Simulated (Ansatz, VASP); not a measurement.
**Two plane-wave programs on PbS**

```
CELL_PARAMETERS angstrom
3.35143 0.00000 0.00000
0.00000 3.35143 0.00000
0.00000 0.00000 3.35143
ATOMIC_POSITIONS crystal
Pb 0.00000 0.00000 0.00000
S 0.50000 0.50000 0.50000
```

Alike in both runs: task single point; functional r2SCAN; dispersion D3(BJ); k mesh 10 × 10 × 10; occupations gaussian, width 0.05 eV; no spin polarisation.

```csv
,VASP,Ansatz
version,VASP 6.6.1,Ansatz 0.2.0
potentials or method,"VASP PAW PBE potentials, release 64 (Pb_d, S), cutoff 550 eV","scalar-relativistic, plane waves, PAW"
valence electrons in the cell,20,20
```

```tsv
	VASP	Ansatz	Ansatz less VASP
gap on the k mesh at the Fermi level (eV)	none	none	-
pressure (GPa)	23.3	23.0	-0.34
```

VASP's potentials were made for PBE, not for r2SCAN. A gap of «none» marks a metal or a gap that the smearing closes. Ansatz's warnings: dispersion damping borrowed.

Neither program's run includes spin-orbit coupling.
